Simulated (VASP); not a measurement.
# Mo (Immm) in VASP: a series of runs

Mo is run at these levels: LDA; tasks: single point.

Everything below comes from runs of VASP 6.6.1. Logs are shortened: lines on timing, memory, paths and dates and some standing lists are left out, and cuts for length are marked.

## Step 1: The cell of the first run

It takes space group Immm (No. 71, orthorhombic). Conventional cell: a = 2.702 Å, b = 2.997 Å, c = 3.635 Å, α = 90.00°, β = 90.00°, γ = 90.00°. Mo (site symmetry mmm) has 14 Mo at 2.70 to 3.64 Å within 3.7 Å.

## Step 2: Single point, LDA

Input file INCAR:

```
SYSTEM = Mo
  ALGO = Fast
  EDIFF = 1E-6
  ENCUT = 520
  ISIF = 2
  ISMEAR = 0
  LASPH = .TRUE.
  LCHARG = .FALSE.
  LREAL = .FALSE.
  LWAVE = .FALSE.
  NBANDS = 13
  NELM = 100
  PREC = Accurate
  SIGMA = 0.15
```

Input file KPOINTS:

```
k-points
0
G
  20 20 20
  0 0 0
```

Input file POSCAR:

```
Mo
1.0
   -1.3508781166      1.8175832873      1.4985903031
    1.3508781166     -1.8175832873      1.4985903031
    1.3508781166      1.8175832873     -1.4985903031
Mo
1
Direct
    0.0000000000      0.0000000000      0.0000000000
```

Potentials or basis: VASP PAW LDA potentials, release 64 (Mo_sv).

Run with:

```sh
$ cat potpaw_LDA.64/Mo_sv/POTCAR > POTCAR
$ mpirun -np 1 vasp_std > vasp.out
```

OUTCAR:

```text
SYSTEM = Mo
   EDIFF = 1E-6
   ENCUT = 520
   ISIF = 2
   ISMEAR = 0
   LASPH = .TRUE.
   LREAL = .FALSE.
   NELM = 100
   PREC = Accurate

 ion  position               nearest neighbor table
   1  0.000  0.000  0.000-

  LATTYP: Found a body centered orthorhombic cell.
 ALAT       =     2.7017562332
 B/A-ratio  =     1.1093453101
 C/A-ratio  =     1.3454828122

  Lattice vectors:

 A1 = (   1.3508781166,  -1.8175832873,  -1.4985903031)
 A2 = (  -1.3508781166,  -1.8175832873,   1.4985903031)
 A3 = (  -1.3508781166,   1.8175832873,  -1.4985903031)

Analysis of symmetry for initial positions (statically):
=====================================================================
 Subroutine PRICEL returns:
 Original cell was already a primitive cell.

 Routine SETGRP: Setting up the symmetry group for a
 body centered orthorhombic supercell.

 Subroutine GETGRP returns: Found  8 space group operations
 (whereof  8 operations were pure point group operations)
 out of a pool of  8 trial point group operations.

The static configuration has the point symmetry D_2h.

Analysis of symmetry for dynamics (positions and initial velocities):
=====================================================================
 Subroutine PRICEL returns:
 Original cell was already a primitive cell.

 Routine SETGRP: Setting up the symmetry group for a
 body centered orthorhombic supercell.

 Subroutine GETGRP returns: Found  8 space group operations
 (whereof  8 operations were pure point group operations)
 out of a pool of  8 trial point group operations.

The dynamic configuration has the point symmetry D_2h.

 Subroutine INISYM returns: Found  8 space group operations
 (whereof  8 operations are pure point group operations),
 and found     1 'primitive' translations

----------------------------------------------------------------------------------------

                                     Primitive cell

  volume of cell :      14.7182

  direct lattice vectors                    reciprocal lattice vectors
    -1.350878117  1.817583287  1.498590303     0.000000000  0.275090558  0.333646894
     1.350878117 -1.817583287  1.498590303     0.370129617  0.000000000  0.333646894
     1.350878117  1.817583287 -1.498590303     0.370129617  0.275090558  0.000000000

  length of vectors
     2.715557694  2.715557694  2.715557694     0.432429260  0.498313338  0.461162388

  position of ions in fractional coordinates (direct lattice)
     0.000000000  0.000000000  0.000000000

  ion indices of the primitive-cell ions
   primitive index   ion index
                 1           1

----------------------------------------------------------------------------------------

 KPOINTS: k-points

Automatic generation of k-mesh.
 Grid dimensions read from file:
 generate k-points for:   20   20   20

 Generating k-lattice:

  Cartesian coordinates                     Fractional coordinates (reciprocal lattice)
     0.000000000  0.013754528  0.016682345     0.050000000 -0.000000000  0.000000000
     0.018506481  0.000000000  0.016682345     0.000000000  0.050000000  0.000000000
     0.018506481  0.013754528  0.000000000     0.000000000 -0.000000000  0.050000000

  Length of vectors
     0.021621463  0.024915667  0.023058119

  Shift w.r.t. Gamma in fractional coordinates (k-lattice)
     0.000000000  0.000000000  0.000000000

 Subroutine IBZKPT returns following result:
 ===========================================

 Found   1166 irreducible k-points:

 Following reciprocal coordinates:
            Coordinates               Weight
  0.000000  0.000000  0.000000      1.000000
  0.050000 -0.000000  0.000000      4.000000
  0.100000  0.000000 -0.000000      4.000000
  0.150000  0.000000 -0.000000      4.000000
  0.200000  0.000000 -0.000000      4.000000
  0.250000  0.000000  0.000000      4.000000
[... 16 lines left out ...]
 -0.450000  0.050000  0.000000      8.000000
 -0.400000  0.050000  0.000000      8.000000
 [... further k-points ...]
   k-points           NKPTS =   1166   k-points in BZ     NKDIM =   1166   number of bands    NBANDS=     13
   number of dos      NEDOS =    301   number of ions     NIONS =      1
   total plane-waves  NPLWV =   8000
   dimension x,y,z NGX =    20 NGY =   20 NGZ =   20
   dimension x,y,z NGXF=    40 NGYF=   40 NGZF=   40
   ions per type =               1
   NGX,Y,Z   is equivalent  to a cutoff of  12.24, 12.24, 12.24 a.u.
   NGXF,Y,Z  is equivalent  to a cutoff of  24.49, 24.49, 24.49 a.u.
 SYSTEM =  Mo
   PREC   = accura    normal or accurate (medium, high low for compatibility)
   ISTART =      0    job   : 0-new  1-cont  2-samecut
   ICHARG =      2    charge: 1-file 2-atom 10-const
   ISPIN  =      1    spin polarized calculation?
   LNONCOLLINEAR =      F non collinear calculations
   LSORBIT =      F    spin-orbit coupling
   LASPH  =      T    aspherical Exc in radial PAW
   ENCUT  =  520.0 eV  38.22 Ry    6.18 a.u.   5.05  5.05  5.05*2*pi/ulx,y,z
   NELM   =    100;   NELMIN=  2; NELMDL= -5     # of ELM steps
   EDIFF  = 0.1E-05   stopping-criterion for ELM
   LREAL  =      F    real-space projection
   EDIFFG = 0.1E-04   stopping-criterion for IOM
   NSW    =      0    number of steps for IOM
   IBRION =     -1    ionic relax: 0-MD 1-quasi-New 2-CG
   NFREE  =      0    steps in history (QN), initial steepest desc. (CG)
   ISIF   =      2    stress and relaxation
   ISYM   =      2    0-nonsym 1-usesym 2-fastsym
   POTIM  = 0.5000    time-step for ionic-motion
   TEBEG  =    0.0;   TEEND  =   0.0 temperature during run
   PSTRESS=    0.0 pullay stress
   NELECT =      14.0000    total number of electrons
   NUPDOWN=      -1.0000    fix difference up-down
   EMIN   =  10.00;   EMAX   =-10.00  energy-range for DOS
   EFERMI =   0.00;   METHOD = LEGACY
   ISMEAR =     0;   SIGMA  =   0.15  broadening in eV -4-tet -1-fermi 0-gaus
   EFERMI_NEDOS =   21; number of points for ismear=-14 and -15
   IALGO  =     68    algorithm
   IMIX   =      4    mixing-type and parameters
     AMIX     =   0.40;   BMIX     =  1.00
     AMIX_MAG =   1.60;   BMIX_MAG =  1.00
  volume/ion in A,a.u.               =      14.72        99.32
  Fermi-wavevector in a.u.,A,eV,Ry     =   1.610027  3.042509 35.268826  2.592186
  Thomas-Fermi vector in A             =   2.705643
   LORBIT       =      0    0 simple, 1 ext, 2 COOP (PROOUT), +10 PAW based schemes
   GGA     = CA    functional components
   LHFCALC =     F    Hartree Fock is set to
   AEXX    =    0.0000 exact exchange contribution
   IVDW    =     0    specifies the selected vdW correction
   LEPSILON=     F    determine dielectric tensor
   LRPA    =     F    only Hartree local field effects (RPA)
 non-spin polarized calculation
 RMM-DIIS sequential band-by-band and
 Gauss-broadening in eV      SIGMA  =   0.15
  energy-cutoff  :      520.00
  volume of cell :       14.72
 maximum number of plane-waves:       409
   NGX = 11   NGY = 11   NGZ = 11

 number of electron      13.9999997 magnetization

 Free energy of the ion-electron system (eV)
  ---------------------------------------------------
  ext. energy  EPLUGINS =         0.00000000
  ---------------------------------------------------
  free energy    TOTEN  =       -11.72771381 eV

  energy without entropy =      -11.71695970  energy(sigma->0) =      -11.72233675

 E-fermi :  13.2122     XC(G=0): -13.9230

 val. band max:       13.2110237165   @ k =   0.2000   0.1000   0.0500
 cond. band min:      13.2137917417   @ k =   0.4000   0.1000   0.1000
 fundamental gap:      0.0027680252
 Fermi energy:        13.2122453224

 k-point     1 :       0.0000    0.0000    0.0000
  band No.  band energies     occupation
      1     -47.3850      2.00000
      2     -20.8095      2.00000
      3     -20.6781      2.00000
      4     -20.5195      2.00000
      5       6.0692      2.00000
      6      10.9920      2.00000
      7      12.7068      2.00000
      8      12.7576      1.99998
      9      14.3236      0.00000
     10      16.0206      0.00000
     11      26.3668      0.00000
     12      29.4568      0.00000
     13      31.9976      0.00000

 k-point     2 :       0.0500   -0.0000    0.0000
  band No.  band energies     occupation
      1     -47.3781      2.00000
      2     -20.8362      2.00000
      3     -20.6954      2.00000
      4     -20.5271      2.00000
      5       6.1762      2.00000
      6      11.0041      2.00000
      7      12.7130      2.00000
      8      12.7484      1.99999
      9      14.3216      0.00000
     10      15.9701      0.00000
     11      26.5564      0.00000
     12      29.4456      0.00000
     13      32.1646      0.00000

 k-point     3 :       0.1000    0.0000   -0.0000
  band No.  band energies     occupation
      1     -47.3579      2.00000
      2     -20.9394      2.00000
      3     -20.7187      2.00000
      4     -20.5491      2.00000
      5       6.4823      2.00000
      6      11.0309      2.00000
      7      12.6102      2.00000
      8      12.8414      1.99953
      9      14.3512      0.00000
     10      15.8369      0.00000
     11      27.0824      0.00000
     12      29.2950      0.00000
     13      32.6566      0.00000
[... 305 lines left out ...]
 k-point    23 :      -0.4500    0.0500    0.0000
  band No.  band energies     occupation
      1     -47.1075      2.00000
      2     -22.3095      2.00000
      3     -20.8399      2.00000
      4     -20.7444      2.00000
      5       8.1969      2.00000
      6      12.0870      2.00000
      7      12.4039      2.00000
      8      13.4978      0.00710
      9      16.0276      0.00000
     10      18.0435      0.00000
     11      25.2193      0.00000
     12      27.0883      0.00000
     13      33.3916      0.00000

 k-point    24 :      -0.4000    0.0500    0.0000
  band No.  band energies     occupation
      1     -47.1353      2.00000
      2     -22.1642      2.00000
      3     -20.8149      2.00000
      4     -20.7387      2.00000
      5       8.2580      2.00000
      6      12.2130      2.00000
      7      12.3886      2.00000
      8      12.8548      1.99925
      9      15.7209      0.00000
     10      17.4747      0.00000
     11      25.6763      0.00000
     12      27.9507      0.00000
     13      34.3764      0.00000

 [... further k-points ...]
[... 5 lines left out ...]
  --------------------------------------------------------------------------------------
  -------------------------------------------------------------------------------------
  Total        2.3305056      0.1084678      1.0899008      0.0000000      0.0000000      0.0000000
  in kB      253.6923253     11.8074989    118.6435526      0.0000000      0.0000000      0.0000000
  external PRESSURE =     128.0477923 kB  Pullay stress =       0.0000000 kB

 VOLUME and BASIS-vectors are now :
 -----------------------------------------------------------------------------
  energy-cutoff  :      520.00
  volume of cell :       14.72
      direct lattice vectors                 reciprocal lattice vectors
    -1.350878117  1.817583287  1.498590303     0.000000000  0.275090558  0.333646894
     1.350878117 -1.817583287  1.498590303     0.370129617  0.000000000  0.333646894
     1.350878117  1.817583287 -1.498590303     0.370129617  0.275090558  0.000000000

 POSITION                                       TOTAL-FORCE (eV/Angst)
 -----------------------------------------------------------------------------------
      0.00000      0.00000      0.00000         0.000000      0.000000      0.000000
 -----------------------------------------------------------------------------------
    total drift:                                0.000000     -0.000000      0.000000

  FREE ENERGIE OF THE ION-ELECTRON SYSTEM (eV)
  ---------------------------------------------------
  free  energy   TOTEN  =       -11.7277138082 eV

  energy  without entropy=      -11.7169597006  energy(sigma->0) =      -11.72233675
```

Run time: 2.7 min. Hardware: 1 thread of Intel Xeon 8259CL, shared host; peak memory 0.3 GiB.

What came out:

```yaml
Free_energy: -11.7277 eV
Pressure: 12.8 GPa
Band_gap_on_the_k_mesh: zero (bands 7 and 8 overlap by 5.46 eV)
```

Caveat: the cell differs from its parent crystal (strain +e along x and -e along y -0.1500, strain +e along z and -e/2 along x and y -0.0367); the cell stands under pressure.

## Step 3: Single point, LDA

Input file INCAR:

```
ALGO     = Fast           # electronic algorithm
EDIFF    = 1E-6           # SCF threshold, eV
ENCUT    = 520            # plane-wave cutoff, eV
GGA      = CA             # functional
ISIF     = 2              # what is computed and relaxed
ISMEAR   = 0              # smearing method
LASPH    = True           # aspherical terms in the spheres
LCHARG   = False          # write CHGCAR
LREAL    = False          # projectors in reciprocal space
LWAVE    = False          # write WAVECAR
NBANDS   = 13             # bands
NELM     = 60             # most SCF steps
PREC     = Accurate       # precision mode
SIGMA    = 0.15           # smearing width, eV
```

Input file KPOINTS:

```
k-points
0
Gamma
  20 20 20
```

Input file POSCAR:

```
Mo
1.0
   -1.2937845173      1.7604896880      1.6127775015
    1.2937845173     -1.7604896880      1.6127775015
    1.2937845173      1.7604896880     -1.6127775015
Mo
1
Direct
    0.0000000000      0.0000000000      0.0000000000
```

Potentials or basis: VASP PAW LDA potentials, release 64 (Mo_sv).

Run with:

```sh
$ cat potpaw_LDA.64/Mo_sv/POTCAR > POTCAR
$ mpirun -np 1 vasp_std > vasp.out
```

Wall time 2.7 min (1 thread of Intel Xeon 8259CL, shared host); peak memory 0.3 GiB.

It converged, with:

```yaml
Free_energy: -11.6468 eV
Pressure: 16.9 GPa
Band_gap_on_the_k_mesh: zero (bands 7 and 8 overlap by 6.24 eV)
```

Stress tensor (GPa, compression positive):
```
37.48  0.00  0.00
 0.00  6.92  0.00
 0.00  0.00  6.30
```

Levels at points of the mesh, in eV from the Fermi level:
```csv
k point,band 5,band 6,band 7,band 8,band 9,band 10
"(0.00, 0.00, 0.00)",-7.26,-3.14,-1.09,0.31,0.97,3.21
"(0.50, 0.00, 0.00)",-5.24,-1.27,-0.52,0.70,1.57,5.06
"(0.00, 0.50, 0.00)",-5.78,-4.80,2.15,3.53,4.89,5.24
"(0.50, 0.50, 0.00)",-5.61,-3.95,0.68,2.92,4.43,5.07
"(0.50, 0.50, 0.50)",-6.10,-5.41,4.42,4.71,5.16,6.46
```

Caveat: the cell differs from its parent crystal (strain +e along x and -e along y -0.1500, strain +e along z and -e/2 along x and y +0.0367); the cell stands under pressure.

[end of part 1 of 2]
